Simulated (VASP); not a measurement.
# H (Cmcm) in VASP: notebook, part 2 of 3

VASP 6.6.1. Earlier steps stand in the parts before.

### Step 3. Single point, LDA

This run uses another cell than the first one, of the same volume but with other edges.

INCAR

```
ALGO = Normal ; EDIFF = 1E-6
ENCUT = 520 ; GGA = CA
ISIF = 2 ; ISMEAR = 0
LASPH = T ; LCHARG = T
LELF = T ; LREAL = F
LVHAR = T ; LWAVE = F
NBANDS = 10 ; NELM = 100
PREC = Accurate ; SIGMA = 0.05
```

KPOINTS

```
k-points
0
Gamma
  10 10 4
```

POSCAR

```
H
1.0
    1.5513278750     -2.5706170441      0.0000000000
    1.5513278750      2.5706170441      0.0000000000
    0.0000000000      0.0000000000      7.1297804993
H
4
Direct
    0.5678085000      0.4321915000      0.9995149500
    0.4321915000      0.5678085000      0.0004850500
    0.4321915000      0.5678085000      0.4995149500
    0.5678085000      0.4321915000      0.5004850500
```

Potentials or basis: VASP PAW LDA potentials, release 64 (H).

Command:

```sh
$ cat potpaw_LDA.64/H/POTCAR > POTCAR
$ mpirun -np 1 vasp_std > vasp.out
```

OUTCAR:

```text
EDIFF = 1E-6
   ENCUT = 520
   GGA = CA
   ISIF = 2
   ISMEAR = 0
   LASPH = T
   LREAL = F
   NELM = 100
   PREC = Accurate

 ion  position               nearest neighbor table
   1  0.568  0.432  1.000-   2 0.70
   2  0.432  0.568  0.000-   1 0.70
   3  0.432  0.568  0.500-   4 0.70
   4  0.568  0.432  0.500-   3 0.70

  LATTYP: Found a base centered orthorhombic cell.
 ALAT       =     3.1026557500
 B/A-ratio  =     1.6570430310
 C/A-ratio  =     2.2979605453

  Lattice vectors:

 A1 = (   1.5513278750,  -2.5706170441,   0.0000000000)
 A2 = (   1.5513278750,   2.5706170441,   0.0000000000)
 A3 = (   0.0000000000,   0.0000000000,   7.1297804993)

Analysis of symmetry for initial positions (statically):
=====================================================================
 Subroutine PRICEL returns:
 Original cell was already a primitive cell.

 Routine SETGRP: Setting up the symmetry group for a
 base centered orthorhombic supercell.

 Subroutine GETGRP returns: Found  8 space group operations
 (whereof  4 operations were pure point group operations)
 out of a pool of  8 trial point group operations.

The static configuration has the point symmetry C_2h.
 The point group associated with its full space group is D_2h.

Analysis of symmetry for dynamics (positions and initial velocities):
=====================================================================
 Subroutine PRICEL returns:
 Original cell was already a primitive cell.

 Routine SETGRP: Setting up the symmetry group for a
 base centered orthorhombic supercell.

 Subroutine GETGRP returns: Found  8 space group operations
 (whereof  4 operations were pure point group operations)
 out of a pool of  8 trial point group operations.

The dynamic configuration has the point symmetry C_2h.
 The point group associated with its full space group is D_2h.

 Subroutine INISYM returns: Found  8 space group operations
 (whereof  4 operations are pure point group operations),
[... 127 lines left out ...]
   AEXX    =    0.0000 exact exchange contribution
   IVDW    =     0    specifies the selected vdW correction
   LEPSILON=     F    determine dielectric tensor
   LRPA    =     F    only Hartree local field effects (RPA)
 non-spin polarized calculation
 Gauss-broadening in eV      SIGMA  =   0.05
  energy-cutoff  :      520.00
  volume of cell :       56.87
 maximum number of plane-waves:      1552
 NGX is ok and might be reduce to    24

 number of electron       3.9999999 magnetization

 Free energy of the ion-electron system (eV)
  ---------------------------------------------------
  ext. energy  EPLUGINS =         0.00000000
  ---------------------------------------------------
  free energy    TOTEN  =       -13.33352840 eV

  energy without entropy =      -13.33352840  energy(sigma->0) =      -13.33352840

 E-fermi :  -8.4924     XC(G=0):  -5.1764

 val. band max:       -8.7138792594   @ k =   0.4000   0.4000   0.0000
 cond. band min:      -0.1713458752   @ k =   0.5000   0.5000   0.0000
 fundamental gap:      8.5425333842
 Fermi energy:        -8.4923877061

 k-point     1 :       0.0000    0.0000    0.0000
  band No.  band energies     occupation
      1     -10.8249      2.00000
      2     -10.4458      2.00000
      3      -0.1692      0.00000
      4       2.8971      0.00000
      5       6.7657      0.00000
      6       8.1310      0.00000
      7      10.1640      0.00000
      8      10.5750      0.00000
      9      11.5659      0.00000
     10      14.6342      0.00000
[... 287 lines left out ...]
 k-point    24 :       0.4000    0.3000    0.0000
  band No.  band energies     occupation
      1      -8.9629      2.00000
      2      -8.7672      2.00000
      3       1.0962      0.00000
      4       2.2841      0.00000
      5       3.6111      0.00000
      6       5.3225      0.00000
      7       5.5170      0.00000
      8       7.5239      0.00000
      9       8.5845      0.00000
     10       9.8824      0.00000

 [... further k-points ...]

------------------------ aborting loop because EDIFF is reached ----------------------------------------

  FORCE on cell =-STRESS in cart. coord.  units (eV):
  Direction    XX          YY          ZZ          XY          YZ          ZX
  --------------------------------------------------------------------------------------
  -------------------------------------------------------------------------------------
  Total       -0.1807415      3.7716249     -0.1409838      0.0000000     -0.0000000      0.0000000
  in kB       -5.0923870    106.2654160     -3.9722136      0.0000000     -0.0000000      0.0000000
  external PRESSURE =      32.4002718 kB  Pullay stress =       0.0000000 kB

 VOLUME and BASIS-vectors are now :
 -----------------------------------------------------------------------------
  energy-cutoff  :      520.00
  volume of cell :       56.87
      direct lattice vectors                 reciprocal lattice vectors
     1.551327875 -2.570617044  0.000000000     0.322304529 -0.194505829  0.000000000
     1.551327875  2.570617044  0.000000000     0.322304529  0.194505829  0.000000000
     0.000000000  0.000000000  7.129780499     0.000000000  0.000000000  0.140256772

 POSITION                                       TOTAL-FORCE (eV/Angst)
 -----------------------------------------------------------------------------------
      1.55133     -0.34862      7.12632         0.000000     -2.879183     -0.028743
      1.55133      0.34862      0.00346         0.000000      2.879183      0.028743
      1.55133      0.34862      3.56143         0.000000      2.879183     -0.028743
      1.55133     -0.34862      3.56835         0.000000     -2.879183      0.028743
 -----------------------------------------------------------------------------------
    total drift:                                0.000000      0.000000      0.000000

  FREE ENERGIE OF THE ION-ELECTRON SYSTEM (eV)
  ---------------------------------------------------
  free  energy   TOTEN  =       -13.3335284012 eV

  energy  without entropy=      -13.3335284012  energy(sigma->0) =      -13.33352840
```

OSZICAR:

```text
N       E                     dE             d eps       ncg     rms          rms(c)
DAV:   1    -0.574408819458E+01   -0.57441E+01   -0.15106E+03  1860   0.280E+02
DAV:   2    -0.145858026713E+02   -0.88417E+01   -0.87090E+01  2444   0.515E+01
DAV:   3    -0.148828163134E+02   -0.29701E+00   -0.29687E+00  2232   0.847E+00
DAV:   4    -0.148837525690E+02   -0.93626E-03   -0.93624E-03  2266   0.563E-01
DAV:   5    -0.148837561128E+02   -0.35439E-05   -0.35439E-05  2148   0.332E-02    0.704E+00
DAV:   6    -0.137943199736E+02    0.10894E+01   -0.63559E-01  1960   0.285E+00    0.373E+00
DAV:   7    -0.133262095287E+02    0.46811E+00   -0.10975E+00  1944   0.387E+00    0.417E-01
DAV:   8    -0.133351505047E+02   -0.89410E-02   -0.10405E-02  1924   0.367E-01    0.232E-01
DAV:   9    -0.133334604421E+02    0.16901E-02   -0.32037E-03  2112   0.197E-01    0.310E-02
DAV:  10    -0.133335187898E+02   -0.58348E-04   -0.85311E-05  1958   0.405E-02    0.137E-02
DAV:  11    -0.133335282704E+02   -0.94806E-05   -0.51844E-06  2052   0.839E-03    0.123E-03
DAV:  12    -0.133335284012E+02   -0.13077E-06   -0.22176E-07  1992   0.200E-03
   1 F= -.13333528E+02 E0= -.13333528E+02  d E =-.427665E-12
```

It took 55 s on 1 thread of Intel Xeon 6975P-C, shared host; peak memory 0.17 GiB.

What came out:

```yaml
Free_energy: -13.3335 eV
Pressure: 3.2 GPa
Largest_force: 2.879 eV/Å
Band_gap_on_the_k_mesh: 8.54 eV
```

Forces in eV/Å, atoms in the order of the input:
```
H    0.000 -2.879 -0.029
H    0.000  2.879  0.029
H    0.000  2.879 -0.029
H    0.000 -2.879  0.029
```

Caveat: forces of over 1 eV/Å act on the atoms, so gaps and moduli don't describe the material at rest.

### Step 4. Single point, LDA

This run uses another cell than the first one, of the same volume but with other edges.

INCAR

```
SYSTEM = H
  ALGO = Normal
  EDIFF = 1E-6
  ENCUT = 520
  ISIF = 2
  ISMEAR = 0
  LASPH = .True.
  LCHARG = .False.
  LREAL = .False.
  LWAVE = .False.
  NBANDS = 10
  NELM = 100
  PREC = Accurate
  SIGMA = 0.05
```

KPOINTS

```
k-points
0
Gamma
  10 10 4
  0 0 0
```

POSCAR

```
H
1.0
    1.6949936248     -2.8086773736      0.0000000000
    1.6949936248      2.8086773736      0.0000000000
    0.0000000000      0.0000000000      5.9723769941
H
4
Direct
    0.5678085000      0.4321915000      0.9995149500
    0.4321915000      0.5678085000      0.0004850500
    0.4321915000      0.5678085000      0.4995149500
    0.5678085000      0.4321915000      0.5004850500
```

Potentials or basis: VASP PAW LDA potentials, release 64 (H).

Command:

```sh
$ cat potpaw_LDA.64/H/POTCAR > POTCAR
$ mpirun -np 1 vasp_std > vasp.out
```

OUTCAR:

```text
SYSTEM = H
   EDIFF = 1E-6
   ENCUT = 520
   ISIF = 2
   ISMEAR = 0
   LASPH = .True.
   LREAL = .False.
   NELM = 100
   PREC = Accurate

 ion  position               nearest neighbor table
   1  0.568  0.432  1.000-   2 0.76
   2  0.432  0.568  0.000-   1 0.76
   3  0.432  0.568  0.500-   4 0.76
   4  0.568  0.432  0.500-   3 0.76

  LATTYP: Found a base centered orthorhombic cell.
 ALAT       =     3.3899872496
 B/A-ratio  =     1.6570430310
 C/A-ratio  =     1.7617697514

  Lattice vectors:

 A1 = (   1.6949936248,  -2.8086773736,   0.0000000000)
 A2 = (   1.6949936248,   2.8086773736,   0.0000000000)
 A3 = (   0.0000000000,   0.0000000000,   5.9723769941)

Analysis of symmetry for initial positions (statically):
=====================================================================
 Subroutine PRICEL returns:
 Original cell was already a primitive cell.

 Routine SETGRP: Setting up the symmetry group for a
 base centered orthorhombic supercell.

 Subroutine GETGRP returns: Found  8 space group operations
 (whereof  4 operations were pure point group operations)
 out of a pool of  8 trial point group operations.

The static configuration has the point symmetry C_2h.
 The point group associated with its full space group is D_2h.

Analysis of symmetry for dynamics (positions and initial velocities):
=====================================================================
 Subroutine PRICEL returns:
 Original cell was already a primitive cell.

 Routine SETGRP: Setting up the symmetry group for a
 base centered orthorhombic supercell.

 Subroutine GETGRP returns: Found  8 space group operations
 (whereof  4 operations were pure point group operations)
 out of a pool of  8 trial point group operations.

The dynamic configuration has the point symmetry C_2h.
 The point group associated with its full space group is D_2h.

 Subroutine INISYM returns: Found  8 space group operations
 (whereof  4 operations are pure point group operations),
 and found     1 'primitive' translations

[... 126 lines left out ...]
   IVDW    =     0    specifies the selected vdW correction
   LEPSILON=     F    determine dielectric tensor
   LRPA    =     F    only Hartree local field effects (RPA)
 non-spin polarized calculation
 Gauss-broadening in eV      SIGMA  =   0.05
  energy-cutoff  :      520.00
  volume of cell :       56.87
 maximum number of plane-waves:      1552
   NGX = 13   NGY = 13   NGZ = 23

 number of electron       4.0000001 magnetization

 Free energy of the ion-electron system (eV)
  ---------------------------------------------------
  ext. energy  EPLUGINS =         0.00000000
  ---------------------------------------------------
  free energy    TOTEN  =       -13.50781161 eV

  energy without entropy =      -13.50781161  energy(sigma->0) =      -13.50781161

 E-fermi :  -7.9901     XC(G=0):  -5.3465

 val. band max:       -8.2732043067   @ k =   0.4000   0.4000   0.0000
 cond. band min:      -0.8817738564   @ k =   0.5000   0.5000   0.0000
 fundamental gap:      7.3914304503
 Fermi energy:        -7.9901320073

 k-point     1 :       0.0000    0.0000    0.0000
  band No.  band energies     occupation
      1     -10.3828      2.00000
      2      -9.3765      2.00000
      3       0.4881      0.00000
      4       3.5412      0.00000
      5       7.2647      0.00000
      6       7.9864      0.00000
      7       8.4410      0.00000
      8      11.2079      0.00000
      9      11.5752      0.00000
     10      12.9321      0.00000
[... 287 lines left out ...]
 k-point    24 :       0.4000    0.3000    0.0000
  band No.  band energies     occupation
      1      -9.0095      2.00000
      2      -8.3147      2.00000
      3       0.1823      0.00000
      4       2.5256      0.00000
      5       2.5879      0.00000
      6       4.9141      0.00000
      7       5.7530      0.00000
      8       7.0918      0.00000
      9       8.2022      0.00000
     10      10.7970      0.00000

 [... further k-points ...]

------------------------ aborting loop because EDIFF is reached ----------------------------------------

  FORCE on cell =-STRESS in cart. coord.  units (eV):
  Direction    XX          YY          ZZ          XY          YZ          ZX
  --------------------------------------------------------------------------------------
  -------------------------------------------------------------------------------------
  Total       -0.2159589      0.0546255     -0.1085052      0.0000000      0.0000000      0.0000000
  in kB       -6.0846360      1.5390721     -3.0571310      0.0000000      0.0000000      0.0000000
  external PRESSURE =      -2.5342316 kB  Pullay stress =       0.0000000 kB

 VOLUME and BASIS-vectors are now :
 -----------------------------------------------------------------------------
  energy-cutoff  :      520.00
  volume of cell :       56.87
      direct lattice vectors                 reciprocal lattice vectors
     1.694993625 -2.808677374  0.000000000     0.294986360 -0.178019734  0.000000000
     1.694993625  2.808677374  0.000000000     0.294986360  0.178019734  0.000000000
     0.000000000  0.000000000  5.972376994     0.000000000  0.000000000  0.167437521

 POSITION                                       TOTAL-FORCE (eV/Angst)
 -----------------------------------------------------------------------------------
      1.69499     -0.38090      5.96948         0.000000     -0.234402     -0.002004
      1.69499      0.38090      0.00290         0.000000      0.234402      0.002004
      1.69499      0.38090      2.98329         0.000000      0.234402     -0.002004
      1.69499     -0.38090      2.98909         0.000000     -0.234402      0.002004
 -----------------------------------------------------------------------------------
    total drift:                                0.000000     -0.000000     -0.000000

  FREE ENERGIE OF THE ION-ELECTRON SYSTEM (eV)
  ---------------------------------------------------
  free  energy   TOTEN  =       -13.5078116107 eV

  energy  without entropy=      -13.5078116107  energy(sigma->0) =      -13.50781161
```

stdout:

```text
POSCAR found type information on POSCAR H
 POSCAR found :  1 types and       4 ions
 scaLAPACK will be used
 LDA part: xc-table for (Slater(with rela. corr.)+CA(PZ))
 , standard interpolation
 POSCAR, INCAR and KPOINTS ok, starting setup
 FFT: planning ... GRIDC
 FFT: planning ... GRID_SOFT
 FFT: planning ... GRID
 WAVECAR not read
 entering main loop
```

Wall time 46 s (1 thread of Intel Xeon 6975P-C, shared host); peak memory 0.16 GiB.

Results:

| Item | Value |
| --- | --- |
| Free energy | -13.5078 eV |
| Pressure | -0.3 GPa |
| Largest force | 0.234 eV/Å |
| Band gap on the k mesh | 7.39 eV |

Forces on the atoms (eV/Å):
```
H    0.000 -0.234 -0.002
H    0.000  0.234  0.002
H    0.000  0.234 -0.002
H    0.000 -0.234  0.002
```

Stress tensor (GPa, compression positive):
```
-0.61  0.00  0.00
 0.00  0.15  0.00
 0.00  0.00 -0.31
```

Levels at points of the mesh, in eV from the valence-band top:
```csv
k point,band 1,band 2,band 3,band 4,band 5,band 6
"(0.00, 0.00, 0.00)",-2.11,-1.10,8.76,11.81,15.54,16.26
"(0.50, 0.00, 0.00)",-0.99,-0.25,8.27,11.02,12.33,14.20
"(0.50, 0.50, 0.00)",-0.72,-0.01,7.39,9.76,12.84,14.15
"(0.00, 0.00, 0.50)",-1.65,-1.65,10.43,10.43,16.06,16.06
"(0.50, 0.00, 0.50)",-0.64,-0.64,9.21,9.21,13.99,13.99
"(0.50, 0.50, 0.50)",-0.38,-0.38,8.26,8.26,14.15,14.15
```

 A k mesh can miss the band edges.

[end of part 2 of 3]
